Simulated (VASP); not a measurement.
## CdSe (wurtzite type): relaxation of cell and atoms with PBE

The system is CdSe (wurtzite type).

```xyz
4
Lattice="4.0386 0.0000 0.0000 -2.0193 3.4976 0.0000 0.0000 0.0000 6.5830" Properties=species:S:1:pos:R:3 pbc="T T T"
Cd    0.0000    2.3317    0.0000
Cd    2.0193    1.1659    3.2915
Se    0.0000    2.3317    2.4752
Se    2.0193    1.1659    5.7667
```

- Program: VASP 6.6.1
- Task: relaxation of cell and atoms
- Functional: PBE
- Potentials or basis: VASP PAW PBE potentials, release 64 (Cd, Se)
- Cutoff: 600 eV
- k mesh: 9 × 9 × 5
- Occupations: fermi-dirac, width 0.08 eV
- Spin: no spin polarisation
- Target pressure: 13 GPa
- Dipole correction: no
- Further INCAR settings: ALGO = Normal; EDIFF = 1e-06; IBRION = 2; EDIFFG = -0.005; NSW = 60; ISIF = 3

```
Relaxed volume                                             : 24.78 Å³/atom
Relaxed cell                                               : a = 4.107 Å, b = 4.107 Å, c = 6.785 Å, α = 90.00°, β = 90.00°, γ = 120.00°
Space group after relaxing (to 0.1 Å)                      : P6_3mc (No. 186)
Energy change on relaxing (the run minimises the enthalpy) : -157.4 meV/atom
Ionic steps                                                : 20
Pressure after relaxing                                    : 13.0 GPa
Band gap on the k mesh                                     : 0.91 eV
```

The path:
| step | energy change (eV) | largest force (eV/Å) | pressure (GPa) | volume (Å³) |
| --- | --- | --- | --- | --- |
| 1 | 0.0000 | 0.0289 | 20.25 | 92.99 |
| 2 | -1.1319 | 0.0033 | 5.90 | 107.87 |
| 3 | -0.6410 | 0.0154 | 12.88 | 99.26 |
| 4 | -0.6306 | 0.0156 | 13.02 | 99.13 |
| 5 | -0.6306 | 0.0193 | 13.01 | 99.13 |
| 6 | -0.6306 | 0.0298 | 13.01 | 99.13 |
| 7 | -0.6300 | 0.0507 | 13.01 | 99.12 |
| 8 | -0.6301 | 0.0501 | 13.01 | 99.12 |
| 9 | -0.6302 | 0.0454 | 13.00 | 99.12 |
| 10 | -0.6304 | 0.0362 | 13.00 | 99.12 |
| 11 | -0.6307 | 0.0170 | 12.98 | 99.13 |
| 12 | -0.6308 | 0.0218 | 12.96 | 99.13 |
| 13 | -0.6308 | 0.0080 | 12.98 | 99.13 |
| 14 | -0.6308 | 0.0089 | 12.98 | 99.13 |
| 15 | -0.6308 | 0.0128 | 12.98 | 99.13 |
| 16 | -0.6308 | 0.0109 | 12.98 | 99.13 |
| 17 | -0.6308 | 0.0099 | 12.98 | 99.13 |
| 18 | -0.6301 | 0.0074 | 12.98 | 99.12 |
| 19 | -0.6279 | 0.0002 | 13.03 | 99.09 |
| 20 | -0.6295 | 0.0014 | 13.00 | 99.11 |

Final structure:
```xyz
4
Lattice="4.1070 0.0000 0.0000 -2.0535 3.5567 0.0000 0.0000 0.0000 6.7849" Properties=species:S:1:pos:R:3 pbc="T T T"
Cd    0.0000    2.3712    0.0139
Cd    2.0535    1.1856    3.4064
Se    0.0000    2.3712    2.5372
Se    2.0535    1.1856    5.9297
```

Levels at points of the mesh, in eV from the valence-band top:
| k point | band 16 | band 17 | band 18 | band 19 | band 20 | band 21 |
| --- | --- | --- | --- | --- | --- | --- |
| (0.00, 0.00, 0.00) | -0.13 | 0.00 | 0.00 | 0.91 | 2.41 | 5.87 |

Wall time 6.1 min on 1 thread of Intel(R) Xeon(R) 6975P-C (Granite Rapids), with other jobs on the host, peak memory 0.28 GiB.

Caveat: the cell is relaxed towards a set pressure, so the run minimises the enthalpy, not the energy.
